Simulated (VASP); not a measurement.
Crystal: Co.

```xyz
2
Lattice="3.5979 1.7990 1.7990 1.7990 3.5979 1.7990 1.7990 1.7990 3.5979" Properties=species:S:1:pos:R:3 pbc="T T T"
Co    0.0000    0.0000    0.0000
Co    3.5979    3.5979    3.5979
```

Base run:

```yaml
Program: VASP 6.6.1
Functional: PBE
Potentials_or_basis: VASP PAW PBE potentials, release 64 (Co)
Cutoff: 520 eV
k_mesh: 11 × 11 × 11
Occupations: gaussian, width 0.1 eV
Spin: collinear spin
Starting_moments: "[0.0, 3.0] μB"
```

Its results: pressure -12.7 GPa.

Problem. The run is repeated on the same cell with these changes: spin from collinear spin to no spin polarisation; further incar settings from ALGO = Normal; EDIFF = 1e-06; NBANDS = 20 to ALGO = Normal; EDIFF = 1e-06; NBANDS = 16. What comes out?

Solution. Pressure -23.4 GPa.
